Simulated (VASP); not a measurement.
# Ba2RuN2 (Fmmm) in VASP: single point with PBE

Aim: the single point of Ba2RuN2 with PBE.

All numbers are computed with VASP 6.6.1; they aren't measurements. Logs are shortened: lines on timing, memory, paths and dates and some standing lists are left out, and cuts for length are marked.

## Step 1: The cell of the first run

Symmetry: Fmmm, No. 69, orthorhombic system. Conventional cell: a = 5.740 Å, b = 6.047 Å, c = 13.076 Å, α = 90.00°, β = 90.00°, γ = 90.00°. Ba (site symmetry mm2) has 5 N at 2.87 to 3.02 Å and 4 Ru at 3.40 to 3.53 Å and 1 Ba at 3.63 Å within 3.8 Å. Within 2.4 Å of Ru (site symmetry mmm) lie 2 N at 1.81 Å. Within 2.4 Å of N (site symmetry mm2) lie 1 Ru at 1.81 Å.

## Step 2: Single point, PBE (shear xy strain +5.2%)

The input, INCAR:

```
  ALGO = Normal
  EDIFF = 1E-6
  ENCUT = 700
  GGA = PE
  GGA_COMPAT = F
  ISIF = 2
  ISMEAR = -1
  LASPH = T
  LCHARG = F
  LREAL = F
  LWAVE = F
  NBANDS = 31
  NELM = 120
  PREC = Accurate
  SIGMA = 0.02
```

The input, KPOINTS:

```
k-points
0
Gamma
  8 8 8
```

The input, POSCAR:

```
Ba2RuN2
1.0
   -2.0294069220      2.0294069220      6.5378294921
    2.0294069220     -2.0294069220      6.5378294921
    2.1379670130      2.1379670130     -6.5378294921
Ba Ru N
2 1 2
Direct
    0.1388900952      0.1388900952      0.0000000000
    0.8611099048      0.8611099048      0.0000000000
    0.5000000000      0.5000000000      0.0000000000
    0.6382534879      0.6382534879      0.0000000000
    0.3617465121      0.3617465121      0.0000000000
```

Potentials or basis: VASP PAW PBE potentials, release 64 (Ba_sv, Ru_sv, N).

Command:

```sh
> cat potpaw_PBE.64/Ba_sv/POTCAR potpaw_PBE.64/Ru_sv/POTCAR potpaw_PBE.64/N/POTCAR > POTCAR
> mpirun -np 1 vasp_std > vasp.out
```

OUTCAR:

```text
EDIFF = 1E-6
   ENCUT = 700
   GGA = PE
   ISIF = 2
   ISMEAR = -1
   LASPH = T
   LREAL = F
   NELM = 120
   PREC = Accurate

 ion  position               nearest neighbor table
   1  0.139  0.139  0.000-   4 2.87   4 2.87   5 2.91   4 3.02   4 3.02   3 3.40   3 3.40   3 3.53
                             3 3.53   2 3.63   2 4.08   2 4.08   2 4.19   2 4.19
   2  0.861  0.861  0.000-   5 2.87   5 2.87   4 2.91   5 3.02   5 3.02   3 3.40   3 3.40   3 3.53
                             3 3.53   1 3.63   1 4.08   1 4.08   1 4.19   1 4.19
   3  0.500  0.500  0.000-   4 1.81   5 1.81   1 3.40   1 3.40   2 3.40   2 3.40   1 3.53   1 3.53
                             2 3.53   2 3.53
   4  0.638  0.638  0.000-   3 1.81   1 2.87   1 2.87   2 2.91   1 3.02   1 3.02
   5  0.362  0.362  0.000-   3 1.81   2 2.87   2 2.87   1 2.91   2 3.02   2 3.02

  LATTYP: Found a face centered orthorhombic cell.
 ALAT       =     5.7400295853
 B/A-ratio  =     1.0534935058
 C/A-ratio  =     2.2779776288

  Lattice vectors:

 A1 = (   2.1379670130,   2.1379670130,  -6.5378294921)
 A2 = (  -2.0294069220,   2.0294069220,  -6.5378294921)
 A3 = (   0.1085600910,   4.1673739350,   0.0000000000)

Analysis of symmetry for initial positions (statically):
=====================================================================
 Subroutine PRICEL returns:
 Original cell was already a primitive cell.

 Routine SETGRP: Setting up the symmetry group for a
 face centered orthorhombic supercell.

 Subroutine GETGRP returns: Found  8 space group operations
 (whereof  8 operations were pure point group operations)
 out of a pool of  8 trial point group operations.

The static configuration has the point symmetry D_2h.

Analysis of symmetry for dynamics (positions and initial velocities):
=====================================================================
 Subroutine PRICEL returns:
 Original cell was already a primitive cell.

 Routine SETGRP: Setting up the symmetry group for a
 face centered orthorhombic supercell.

 Subroutine GETGRP returns: Found  8 space group operations
 (whereof  8 operations were pure point group operations)
 out of a pool of  8 trial point group operations.

The dynamic configuration has the point symmetry D_2h.

 Subroutine INISYM returns: Found  8 space group operations
 (whereof  8 operations are pure point group operations),
 and found     1 'primitive' translations

----------------------------------------------------------------------------------------

                                     Primitive cell

  volume of cell :     113.4655

  direct lattice vectors                    reciprocal lattice vectors
    -2.029406922  2.029406922  6.537829492    -0.006255184  0.240122216  0.076477981
     2.029406922 -2.029406922  6.537829492     0.240122216 -0.006255184  0.076477981
     2.137967013  2.137967013 -6.537829492     0.233867032  0.233867032  0.000000000

  length of vectors
     7.140041973  7.140041973  7.203125736     0.252084683  0.252084683  0.330737929

  position of ions in fractional coordinates (direct lattice)
     0.138890095  0.138890095  0.000000000
     0.861109905  0.861109905  0.000000000
     0.500000000  0.500000000  0.000000000
     0.638253488  0.638253488  0.000000000
     0.361746512  0.361746512  0.000000000

  ion indices of the primitive-cell ions
   primitive index   ion index
                 1           1
                 2           2
                 3           3
                 4           4
                 5           5

----------------------------------------------------------------------------------------

 KPOINTS: k-points

Automatic generation of k-mesh.
 Grid dimensions read from file:
 generate k-points for:    8    8    8

 Generating k-lattice:

  Cartesian coordinates                     Fractional coordinates (reciprocal lattice)
    -0.000781898  0.030015277  0.009559748     0.125000000  0.000000000 -0.000000000
     0.030015277 -0.000781898  0.009559748     0.000000000  0.125000000 -0.000000000
     0.029233379  0.029233379  0.000000000     0.000000000  0.000000000  0.125000000

  Length of vectors
     0.031510585  0.031510585  0.041342241

  Shift w.r.t. Gamma in fractional coordinates (k-lattice)
     0.000000000  0.000000000  0.000000000

 Subroutine IBZKPT returns following result:
 ===========================================

 Found     95 irreducible k-points:

 Following reciprocal coordinates:
            Coordinates               Weight
  0.000000  0.000000  0.000000      1.000000
  0.125000  0.000000 -0.000000      8.000000
  0.250000  0.000000 -0.000000      8.000000
  0.375000  0.000000 -0.000000      8.000000
  0.500000  0.000000 -0.000000      4.000000
  0.125000  0.125000 -0.000000      4.000000
[... 16 lines left out ...]
  0.125000  0.000000  0.125000      8.000000
  0.250000  0.000000  0.125000      8.000000
 [... further k-points ...]
   k-points           NKPTS =     95   k-points in BZ     NKDIM =     95   number of bands    NBANDS=     31
   number of dos      NEDOS =    301   number of ions     NIONS =      5
   total plane-waves  NPLWV = 262144
   dimension x,y,z NGX =    64 NGY =   64 NGZ =   64
   dimension x,y,z NGXF=   128 NGYF=  128 NGZF=  128
   ions per type =               2   1   2
   NGX,Y,Z   is equivalent  to a cutoff of  14.90, 14.90, 14.77 a.u.
   NGXF,Y,Z  is equivalent  to a cutoff of  29.80, 29.80, 29.54 a.u.
 SYSTEM =  unknown system
   PREC   = accura    normal or accurate (medium, high low for compatibility)
   ISTART =      0    job   : 0-new  1-cont  2-samecut
   ICHARG =      2    charge: 1-file 2-atom 10-const
   ISPIN  =      1    spin polarized calculation?
   LNONCOLLINEAR =      F non collinear calculations
   LSORBIT =      F    spin-orbit coupling
   LASPH  =      T    aspherical Exc in radial PAW
   ENCUT  =  700.0 eV  51.45 Ry    7.17 a.u.  15.40 15.40 15.54*2*pi/ulx,y,z
   NELM   =    120;   NELMIN=  2; NELMDL= -5     # of ELM steps
   EDIFF  = 0.1E-05   stopping-criterion for ELM
   LREAL  =      F    real-space projection
   EDIFFG = 0.1E-04   stopping-criterion for IOM
   NSW    =      0    number of steps for IOM
   IBRION =     -1    ionic relax: 0-MD 1-quasi-New 2-CG
   NFREE  =      0    steps in history (QN), initial steepest desc. (CG)
   ISIF   =      2    stress and relaxation
   ISYM   =      2    0-nonsym 1-usesym 2-fastsym
   POTIM  = 0.5000    time-step for ionic-motion
   TEBEG  =    0.0;   TEEND  =   0.0 temperature during run
   PSTRESS=    0.0 pullay stress
   NELECT =      46.0000    total number of electrons
   NUPDOWN=      -1.0000    fix difference up-down
   EMIN   =  10.00;   EMAX   =-10.00  energy-range for DOS
   EFERMI =   0.00;   METHOD = LEGACY
   ISMEAR =    -1;   SIGMA  =   0.02  broadening in eV -4-tet -1-fermi 0-gaus
   EFERMI_NEDOS =   21; number of points for ismear=-14 and -15
   IALGO  =     38    algorithm
   IMIX   =      4    mixing-type and parameters
     AMIX     =   0.40;   BMIX     =  1.00
     AMIX_MAG =   1.60;   BMIX_MAG =  1.00
  volume/ion in A,a.u.               =      22.69       153.14
  Fermi-wavevector in a.u.,A,eV,Ry     =   1.211638  2.289664 19.974258  1.468067
  Thomas-Fermi vector in A             =   2.347147
   LORBIT       =      0    0 simple, 1 ext, 2 COOP (PROOUT), +10 PAW based schemes
   GGA     = PE    functional components
   LHFCALC =     F    Hartree Fock is set to
   AEXX    =    0.0000 exact exchange contribution
   IVDW    =     0    specifies the selected vdW correction
   LEPSILON=     F    determine dielectric tensor
   LRPA    =     F    only Hartree local field effects (RPA)
 non-spin polarized calculation
  energy-cutoff  :      700.00
  volume of cell :      113.47
 maximum number of plane-waves:      4804
 NGX is ok and might be reduce to    64
   NGX = 31   NGY = 31   NGZ = 31

 number of electron      46.0000001 magnetization

 Free energy of the ion-electron system (eV)
  ---------------------------------------------------
  ext. energy  EPLUGINS =         0.00000000
  ---------------------------------------------------
  free energy    TOTEN  =       -31.62723305 eV

  energy without entropy =      -31.62691163  energy(sigma->0) =      -31.62707234

 E-fermi :   4.4383     XC(G=0):  -9.7291

 val. band max:        4.4197636323   @ k =   0.3750   0.3750   0.1250
 cond. band min:       4.4672138386   @ k =   0.3750   0.3750   0.1250
 fundamental gap:      0.0474502063
 Fermi energy:         4.4383033675

 k-point     1 :       0.0000    0.0000    0.0000
  band No.  band energies     occupation
      1     -68.4288      2.00000
      2     -39.3699      2.00000
      3     -37.9913      2.00000
      4     -37.9896      2.00000
      5     -23.3702      2.00000
      6     -23.2081      2.00000
[... 23 lines left out ...]
     30       8.1430      0.00000
     31       8.3176      0.00000

 k-point     2 :       0.1250    0.0000   -0.0000
  band No.  band energies     occupation
      1     -68.4287      2.00000
      2     -39.3698      2.00000
      3     -37.9916      2.00000
      4     -37.9898      2.00000
      5     -23.3595      2.00000
      6     -23.2073      2.00000
[... 23 lines left out ...]
     30       8.2521      0.00000
     31       8.5078      0.00000

 k-point     3 :       0.2500    0.0000   -0.0000
  band No.  band energies     occupation
      1     -68.4287      2.00000
      2     -39.3697      2.00000
      3     -37.9924      2.00000
      4     -37.9900      2.00000
      5     -23.3321      2.00000
      6     -23.2067      2.00000
[... 23 lines left out ...]
     30       8.4613      0.00000
     31       8.5885      0.00000

 k-point     4 :       0.3750    0.0000   -0.0000
  band No.  band energies     occupation
      1     -68.4287      2.00000
      2     -39.3696      2.00000
      3     -37.9933      2.00000
      4     -37.9901      2.00000
      5     -23.3011      2.00000
      6     -23.2095      2.00000
[... 635 lines left out ...]
     30       8.0219      0.00000
     31       8.8649      0.00000

 k-point    23 :       0.1250    0.0000    0.1250
  band No.  band energies     occupation
      1     -68.4287      2.00000
      2     -39.3697      2.00000
      3     -37.9924      2.00000
      4     -37.9904      2.00000
      5     -23.3304      2.00000
      6     -23.1982      2.00000
[... 23 lines left out ...]
     30       8.3521      0.00000
     31       8.7982      0.00000

 k-point    24 :       0.2500    0.0000    0.1250
  band No.  band energies     occupation
      1     -68.4287      2.00000
      2     -39.3696      2.00000
      3     -37.9933      2.00000
      4     -37.9905      2.00000
      5     -23.3014      2.00000
      6     -23.1994      2.00000
[... 23 lines left out ...]
     30       8.6613      0.00000
     31       9.1815      0.00000

 [... further k-points ...]

------------------------ aborting loop because EDIFF is reached ----------------------------------------

  FORCE on cell =-STRESS in cart. coord.  units (eV):
  Direction    XX          YY          ZZ          XY          YZ          ZX
  --------------------------------------------------------------------------------------
  -------------------------------------------------------------------------------------
  Total        1.1712254      1.1712254      1.5363368     -1.5918297      0.0000000      0.0000000
  in kB       16.5381661     16.5381661     21.6936827    -22.4772657      0.0000000      0.0000000
  external PRESSURE =      18.2566716 kB  Pullay stress =       0.0000000 kB

 VOLUME and BASIS-vectors are now :
 -----------------------------------------------------------------------------
  energy-cutoff  :      700.00
  volume of cell :      113.47
      direct lattice vectors                 reciprocal lattice vectors
    -2.029406922  2.029406922  6.537829492    -0.006255184  0.240122216  0.076477981
     2.029406922 -2.029406922  6.537829492     0.240122216 -0.006255184  0.076477981
     2.137967013  2.137967013 -6.537829492     0.233867032  0.233867032  0.000000000

 POSITION                                       TOTAL-FORCE (eV/Angst)
 -----------------------------------------------------------------------------------
      0.00000      0.00000      1.81608         0.000000      0.000000      0.019003
      0.00000      0.00000     11.25958        -0.000000     -0.000000     -0.019003
      0.00000      0.00000      6.53783        -0.000000     -0.000000      0.000000
      0.00000      0.00000      8.34558        -0.000000     -0.000000      0.116524
      0.00000      0.00000      4.73007         0.000000      0.000000     -0.116524
 -----------------------------------------------------------------------------------
    total drift:                               -0.000000     -0.000000     -0.000000

  FREE ENERGIE OF THE ION-ELECTRON SYSTEM (eV)
  ---------------------------------------------------
  free  energy   TOTEN  =       -31.6272330486 eV

  energy  without entropy=      -31.6269116313  energy(sigma->0) =      -31.62707234
```

Wall time 21 min (1 thread of Intel Xeon Platinum 8488C (Sapphire Rapids), shared host); peak memory 0.89 GiB.

Results:

- Free energy: -31.6272 eV
- Pressure: 1.8 GPa
- Largest force: 0.117 eV/Å
- Band gap on the k mesh: 0.05 eV

Forces in eV/Å, atoms in the order of the input:
```
Ba   0.000  0.000  0.019
Ba   0.000  0.000 -0.019
Ru   0.000  0.000  0.000
N    0.000  0.000  0.117
N    0.000  0.000 -0.117
```

Levels at points of the mesh, in eV from the valence-band top:
```csv
k point,band 19,band 20,band 21,band 22,band 23,band 24,band 25,band 26,band 27,band 28
"(0.00, 0.00, 0.00)",-1.97,-1.82,-1.67,-1.59,-1.14,0.89,0.97,1.07,2.56,2.70
"(0.50, 0.00, 0.00)",-2.89,-2.13,-2.02,-1.35,-0.47,0.62,0.96,1.97,3.40,3.95
"(0.50, 0.50, 0.00)",-1.80,-1.65,-1.40,-0.61,-0.01,0.11,0.11,1.39,1.47,3.45
"(0.00, 0.00, 0.50)",-1.90,-1.67,-1.38,-0.61,-0.15,0.18,0.19,1.39,1.61,3.51
"(0.50, 0.50, 0.50)",-2.04,-1.97,-1.81,-1.74,-1.14,1.45,1.49,1.49,2.17,2.19
```

Caveat: the cell differs from its parent crystal (shear xy strain +5.2%); spin-orbit coupling is left out, which moves the levels of the heavy elements. A k mesh can miss the band edges.
